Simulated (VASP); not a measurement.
# TaN (P6_3/mmc) in VASP: notebook

Runs on TaN. Level: PBE. Tasks: single point.

Everything below comes from runs of VASP 6.6.1. Logs are shortened: lines on timing, memory, paths and dates and some standing lists are left out, and cuts for length are marked.

## Step 1: The cell of the first run

The structure is hexagonal, space group P6_3/mmc (No. 194). Conventional cell: a = 3.088 Å, b = 3.088 Å, c = 4.983 Å, α = 90.00°, β = 90.00°, γ = 120.00°. Ta (site symmetry -3m) has 6 N at 2.17 Å and 2 Ta at 2.49 Å within 2.9 Å. N (site symmetry -6m2) has 6 Ta at 2.17 Å within 2.9 Å.

## Step 2: Single point, PBE (volume scaled by 1.04)

File INCAR:

```
ALGO = Normal ; EDIFF = 1E-7
ENCUT = 520 ; GGA = PE
ISIF = 2 ; ISMEAR = -1
LASPH = T ; LCHARG = F
LREAL = F ; LWAVE = F
NBANDS = 24 ; NELM = 80
PREC = Accurate ; SIGMA = 0.01
```

File KPOINTS:

```
k-points
0
Gamma
  9 9 5
```

File POSCAR:

```
TaN
1.0
    3.0881118675      0.0000000000      0.0000000000
   -1.5440559337      2.6743833269      0.0000000000
    0.0000000000      0.0000000000      4.9827179480
Ta N
2 2
Direct
    0.0000000000      0.0000000000      0.0000000000
    0.0000000000      0.0000000000      0.5000000000
    0.3333333333      0.6666666667      0.2500000000
    0.6666666667      0.3333333333      0.7500000000
```

Potentials or basis: VASP PAW PBE potentials, release 64 (Ta_pv, N).

On the command line:

```
$ cat potpaw_PBE.64/Ta_pv/POTCAR potpaw_PBE.64/N/POTCAR > POTCAR
$ mpirun -np 1 vasp_std > vasp.out
```

OUTCAR:

```text
EDIFF = 1E-7
   ENCUT = 520
   GGA = PE
   ISIF = 2
   ISMEAR = -1
   LASPH = T
   LREAL = F
   NELM = 80
   PREC = Accurate

 ion  position               nearest neighbor table
   1  0.000  0.000  0.000-   3 2.17   4 2.17   3 2.17   4 2.17   4 2.17   3 2.17   2 2.49   2 2.49

   2  0.000  0.000  0.500-   3 2.17   4 2.17   3 2.17   4 2.17   4 2.17   3 2.17   1 2.49   1 2.49

   3  0.333  0.667  0.250-   1 2.17   2 2.17   1 2.17   2 2.17   1 2.17   2 2.17
   4  0.667  0.333  0.750-   1 2.17   2 2.17   1 2.17   2 2.17   1 2.17   2 2.17

  LATTYP: Found a hexagonal cell.
 ALAT       =     3.0881118675
 C/A-ratio  =     1.6135160130

  Lattice vectors:

 A1 = (   3.0881118675,   0.0000000000,   0.0000000000)
 A2 = (  -1.5440559337,   2.6743833269,   0.0000000000)
 A3 = (   0.0000000000,   0.0000000000,   4.9827179480)

Analysis of symmetry for initial positions (statically):
=====================================================================
 Subroutine PRICEL returns:
 Original cell was already a primitive cell.

 Routine SETGRP: Setting up the symmetry group for a
 hexagonal supercell.

 Subroutine GETGRP returns: Found 24 space group operations
 (whereof 12 operations were pure point group operations)
 out of a pool of 24 trial point group operations.

The static configuration has the point symmetry D_3d.
 The point group associated with its full space group is D_6h.

Analysis of symmetry for dynamics (positions and initial velocities):
=====================================================================
 Subroutine PRICEL returns:
 Original cell was already a primitive cell.

 Routine SETGRP: Setting up the symmetry group for a
 hexagonal supercell.

 Subroutine GETGRP returns: Found 24 space group operations
 (whereof 12 operations were pure point group operations)
 out of a pool of 24 trial point group operations.

The dynamic configuration has the point symmetry D_3d.
 The point group associated with its full space group is D_6h.

 Subroutine INISYM returns: Found 24 space group operations
 (whereof 12 operations are pure point group operations),
 and found     1 'primitive' translations

----------------------------------------------------------------------------------------

                                     Primitive cell

  volume of cell :      41.1512

  direct lattice vectors                    reciprocal lattice vectors
     3.088111867  0.000000000  0.000000000     0.323822466  0.186958988  0.000000000
    -1.544055934  2.674383327  0.000000000     0.000000000  0.373917976  0.000000000
     0.000000000  0.000000000  4.982717948     0.000000000  0.000000000  0.200693680

  length of vectors
     3.088111867  3.088111867  4.982717948     0.373917976  0.373917976  0.200693680

  position of ions in fractional coordinates (direct lattice)
     0.000000000  0.000000000  0.000000000
     0.000000000  0.000000000  0.500000000
     0.333333333  0.666666667  0.250000000
     0.666666667  0.333333333  0.750000000

  ion indices of the primitive-cell ions
   primitive index   ion index
                 1           1
                 2           2
                 3           3
                 4           4

----------------------------------------------------------------------------------------

 KPOINTS: k-points

Automatic generation of k-mesh.
 Grid dimensions read from file:
 generate k-points for:    9    9    5

 Generating k-lattice:

  Cartesian coordinates                     Fractional coordinates (reciprocal lattice)
     0.035980274  0.020773221  0.000000000     0.111111111  0.000000000  0.000000000
     0.000000000  0.041546442  0.000000000     0.000000000  0.111111111  0.000000000
     0.000000000  0.000000000  0.040138736     0.000000000  0.000000000  0.200000000

  Length of vectors
     0.041546442  0.041546442  0.040138736

  Shift w.r.t. Gamma in fractional coordinates (k-lattice)
     0.000000000  0.000000000  0.000000000

 Subroutine IBZKPT returns following result:
 ===========================================

 Found     36 irreducible k-points:

 Following reciprocal coordinates:
            Coordinates               Weight
  0.000000  0.000000  0.000000      1.000000
  0.111111 -0.000000  0.000000      6.000000
  0.222222  0.000000  0.000000      6.000000
  0.333333 -0.000000  0.000000      6.000000
  0.444444  0.000000  0.000000      6.000000
  0.111111  0.111111  0.000000      6.000000
[... 16 lines left out ...]
  0.333333  0.222222  0.200000     24.000000
  0.333333  0.333333  0.200000      4.000000
 [... further k-points ...]
   k-points           NKPTS =     36   k-points in BZ     NKDIM =     36   number of bands    NBANDS=     24
   number of dos      NEDOS =    301   number of ions     NIONS =      4
   total plane-waves  NPLWV =  23040
   dimension x,y,z NGX =    24 NGY =   24 NGZ =   40
   dimension x,y,z NGXF=    48 NGYF=   48 NGZF=   80
   ions per type =               2   2
   NGX,Y,Z   is equivalent  to a cutoff of  12.92, 12.92, 13.35 a.u.
   NGXF,Y,Z  is equivalent  to a cutoff of  25.84, 25.84, 26.69 a.u.
 SYSTEM =  unknown system
   PREC   = accura    normal or accurate (medium, high low for compatibility)
   ISTART =      0    job   : 0-new  1-cont  2-samecut
   ICHARG =      2    charge: 1-file 2-atom 10-const
   ISPIN  =      1    spin polarized calculation?
   LNONCOLLINEAR =      F non collinear calculations
   LSORBIT =      F    spin-orbit coupling
   LASPH  =      T    aspherical Exc in radial PAW
   ENCUT  =  520.0 eV  38.22 Ry    6.18 a.u.   5.74  5.74  9.26*2*pi/ulx,y,z
   NELM   =     80;   NELMIN=  2; NELMDL= -5     # of ELM steps
   EDIFF  = 0.1E-06   stopping-criterion for ELM
   LREAL  =      F    real-space projection
   EDIFFG = 0.1E-05   stopping-criterion for IOM
   NSW    =      0    number of steps for IOM
   IBRION =     -1    ionic relax: 0-MD 1-quasi-New 2-CG
   NFREE  =      0    steps in history (QN), initial steepest desc. (CG)
   ISIF   =      2    stress and relaxation
   ISYM   =      2    0-nonsym 1-usesym 2-fastsym
   POTIM  = 0.5000    time-step for ionic-motion
   TEBEG  =    0.0;   TEEND  =   0.0 temperature during run
   PSTRESS=    0.0 pullay stress
   NELECT =      32.0000    total number of electrons
   NUPDOWN=      -1.0000    fix difference up-down
   EMIN   =  10.00;   EMAX   =-10.00  energy-range for DOS
   EFERMI =   0.00;   METHOD = LEGACY
   ISMEAR =    -1;   SIGMA  =   0.01  broadening in eV -4-tet -1-fermi 0-gaus
   EFERMI_NEDOS =   21; number of points for ismear=-14 and -15
   IALGO  =     38    algorithm
   IMIX   =      4    mixing-type and parameters
     AMIX     =   0.40;   BMIX     =  1.00
     AMIX_MAG =   1.60;   BMIX_MAG =  1.00
  volume/ion in A,a.u.               =      10.29        69.43
  Fermi-wavevector in a.u.,A,eV,Ry     =   1.505441  2.844872 30.835612  2.266354
  Thomas-Fermi vector in A             =   2.616290
   LORBIT       =      0    0 simple, 1 ext, 2 COOP (PROOUT), +10 PAW based schemes
   GGA     = PE    functional components
   LHFCALC =     F    Hartree Fock is set to
   AEXX    =    0.0000 exact exchange contribution
   IVDW    =     0    specifies the selected vdW correction
   LEPSILON=     F    determine dielectric tensor
   LRPA    =     F    only Hartree local field effects (RPA)
 non-spin polarized calculation
  energy-cutoff  :      520.00
  volume of cell :       41.15
 maximum number of plane-waves:      1118
 NGX is ok and might be reduce to    24
   NGX = 11   NGY = 11   NGZ = 19

 number of electron      32.0000002 magnetization

 Free energy of the ion-electron system (eV)
  ---------------------------------------------------
  ext. energy  EPLUGINS =         0.00000000
  ---------------------------------------------------
  free energy    TOTEN  =       -41.79384296 eV

  energy without entropy =      -41.79221664  energy(sigma->0) =      -41.79302980

 E-fermi :   9.4490     XC(G=0): -13.5262

 val. band max:        9.4435800678   @ k =   0.2222   0.2222   0.4000
 cond. band min:       9.4616293201   @ k =   0.3333   0.2222   0.2000
 fundamental gap:      0.0180492523
 Fermi energy:         9.4489755181

 k-point     1 :       0.0000    0.0000    0.0000
  band No.  band energies     occupation
      1     -27.5550      2.00000
      2     -25.9460      2.00000
      3     -25.9460      2.00000
      4     -25.6150      2.00000
      5     -25.6150      2.00000
      6     -24.8306      2.00000
[... 16 lines left out ...]
     23      14.2506      0.00000
     24      15.8179      0.00000

 k-point     2 :       0.1111   -0.0000    0.0000
  band No.  band energies     occupation
      1     -27.5320      2.00000
      2     -26.0442      2.00000
      3     -25.9666      2.00000
      4     -25.6906      2.00000
      5     -25.6315      2.00000
      6     -24.8218      2.00000
[... 16 lines left out ...]
     23      14.8656      0.00000
     24      15.7431      0.00000

 k-point     3 :       0.2222    0.0000    0.0000
  band No.  band energies     occupation
      1     -27.4732      2.00000
      2     -26.2843      2.00000
      3     -26.0184      2.00000
      4     -25.8778      2.00000
      5     -25.6730      2.00000
      6     -24.7993      2.00000
[... 16 lines left out ...]
     23      15.7020      0.00000
     24      15.8873      0.00000

 k-point     4 :       0.3333   -0.0000    0.0000
  band No.  band energies     occupation
      1     -27.4055      2.00000
      2     -26.5438      2.00000
      3     -26.0838      2.00000
      4     -26.0765      2.00000
      5     -25.7197      2.00000
      6     -24.7736      2.00000
[... 16 lines left out ...]
     23      16.2405      0.00000
     24      16.4787      0.00000

 k-point     5 :       0.4444    0.0000    0.0000
  band No.  band energies     occupation
      1     -27.3611      2.00000
      2     -26.7060      2.00000
      3     -26.2147      2.00000
      4     -26.1140      2.00000
      5     -25.7499      2.00000
      6     -24.7568      2.00000
[... 451 lines left out ...]
 k-point    22 :       0.2222    0.2222    0.2000
  band No.  band energies     occupation
      1     -27.1568      2.00000
      2     -26.5124      2.00000
      3     -26.1766      2.00000
      4     -26.1371      2.00000
      5     -25.8633      2.00000
      6     -25.0494      2.00000
[... 16 lines left out ...]
     23      15.5674      0.00000
     24      16.6621      0.00000

 k-point    23 :       0.3333    0.2222    0.2000
  band No.  band energies     occupation
      1     -27.1233      2.00000
      2     -26.5659      2.00000
      3     -26.2779      2.00000
      4     -26.1836      2.00000
      5     -25.9466      2.00000
      6     -25.0338      2.00000
[... 16 lines left out ...]
     23      15.7393      0.00000
     24      16.9776      0.00000

 k-point    24 :       0.3333    0.3333    0.2000
  band No.  band energies     occupation
      1     -27.1114      2.00000
      2     -26.4503      2.00000
      3     -26.4503      2.00000
      4     -26.0888      2.00000
      5     -26.0888      2.00000
      6     -25.0283      2.00000
[... 16 lines left out ...]
     23      16.4613      0.00000
     24      16.4613      0.00000

 [... further k-points ...]
[... 5 lines left out ...]
  --------------------------------------------------------------------------------------
  -------------------------------------------------------------------------------------
  Total        4.1212694      4.1212694     23.5258984      0.0000000      0.0000000     -0.0000000
  in kB      160.4569770    160.4569770    915.9543208      0.0000000      0.0000000     -0.0000000
  external PRESSURE =     412.2894249 kB  Pullay stress =       0.0000000 kB

 VOLUME and BASIS-vectors are now :
 -----------------------------------------------------------------------------
  energy-cutoff  :      520.00
  volume of cell :       41.15
      direct lattice vectors                 reciprocal lattice vectors
     3.088111867  0.000000000  0.000000000     0.323822466  0.186958988  0.000000000
    -1.544055934  2.674383327  0.000000000     0.000000000  0.373917976  0.000000000
     0.000000000  0.000000000  4.982717948     0.000000000  0.000000000  0.200693680

 POSITION                                       TOTAL-FORCE (eV/Angst)
 -----------------------------------------------------------------------------------
      0.00000      0.00000      0.00000        -0.000000      0.000000      0.000000
      0.00000      0.00000      2.49136        -0.000000      0.000000      0.000000
     -0.00000      1.78292      1.24568         0.000000     -0.000000     -0.000000
      1.54406      0.89146      3.73704         0.000000      0.000000      0.000000
 -----------------------------------------------------------------------------------
    total drift:                               -0.000000      0.000000      0.000000

  FREE ENERGIE OF THE ION-ELECTRON SYSTEM (eV)
  ---------------------------------------------------
  free  energy   TOTEN  =       -41.7938429619 eV

  energy  without entropy=      -41.7922166399  energy(sigma->0) =      -41.79302980
```

Wall time 12 s (1 thread of Intel Xeon 6975P-C (Granite Rapids), shared host); peak memory 0.17 GiB.

What came out:

```
Free energy            : -41.7938 eV
Pressure               : 41.2 GPa
Band gap on the k mesh : zero (band 16 reaches 10.11 eV, above the bottom of band 17 at 7.71 eV)
```

Stress tensor (GPa, compression positive):
```
16.05  0.00  0.00
 0.00 16.05  0.00
 0.00  0.00 91.60
```

Levels at points of the mesh, in eV from the Fermi level:
| k point | band 12 | band 13 | band 14 | band 15 | band 16 | band 17 | band 18 | band 19 | band 20 | band 21 |
| --- | --- | --- | --- | --- | --- | --- | --- | --- | --- | --- |
| (0.00, 0.00, 0.00) | -5.05 | -3.54 | -3.54 | -3.52 | -1.74 | -1.74 | -0.58 | -0.58 | 2.45 | 4.34 |

Caveat: the cell differs from its parent crystal (volume scaled by 1.04); spin-orbit coupling is left out, which moves the levels of the heavy elements.

## Step 3: Single point, PBE

This run uses another cell than the first one, of 9.89 Å³/atom, 0.962 times its volume.

File INCAR:

```
SYSTEM = TaN
ALGO = Normal
EDIFF = 1E-6
ENCUT = 520
GGA = PE
ISIF = 2
ISMEAR = -1
LASPH = .TRUE.
LCHARG = .FALSE.
LREAL = .FALSE.
LWAVE = .FALSE.
NBANDS = 24
NELM = 100
PREC = Accurate
SIGMA = 0.01
```

File KPOINTS:

```
k-points
0
G
  9 9 5
  0 0 0
```

File POSCAR:

```
TaN
1.0
    3.0480019786      0.0000000000      0.0000000000
   -1.5240009893      2.6396471442      0.0000000000
    0.0000000000      0.0000000000      4.9180000000
Ta N
2 2
Direct
    0.0000000000      0.0000000000      0.0000000000
    0.0000000000      0.0000000000      0.5000000000
    0.3333333333      0.6666666667      0.2500000000
    0.6666666667      0.3333333333      0.7500000000
```

Potentials or basis: VASP PAW PBE potentials, release 64 (Ta_pv, N).

On the command line:

```
$ cat potpaw_PBE.64/Ta_pv/POTCAR potpaw_PBE.64/N/POTCAR > POTCAR
$ mpirun -np 1 vasp_std > vasp.out
```

It took 38 s on 1 thread of AMD EPYC 9R45 (Zen 5), shared host; peak memory 0.14 GiB.

Results (log left out):

```yaml
Free_energy: -41.2902 eV
Pressure: 61.1 GPa
Band_gap_on_the_k_mesh: zero (band 16 reaches 10.61 eV, above the bottom of band 17 at 8.06 eV)
```

Stress tensor (GPa, compression positive):
```
 32.62   0.00   0.00
  0.00  32.62   0.00
  0.00   0.00 117.98
```

Levels at points of the mesh, in eV from the Fermi level:
| k point | band 14 | band 15 | band 16 | band 17 | band 18 | band 19 |
| --- | --- | --- | --- | --- | --- | --- |
| (0.00, 0.00, 0.00) | -3.63 | -3.61 | -1.84 | -1.84 | -0.62 | -0.62 |

Caveat: spin-orbit coupling is left out, which moves the levels of the heavy elements.
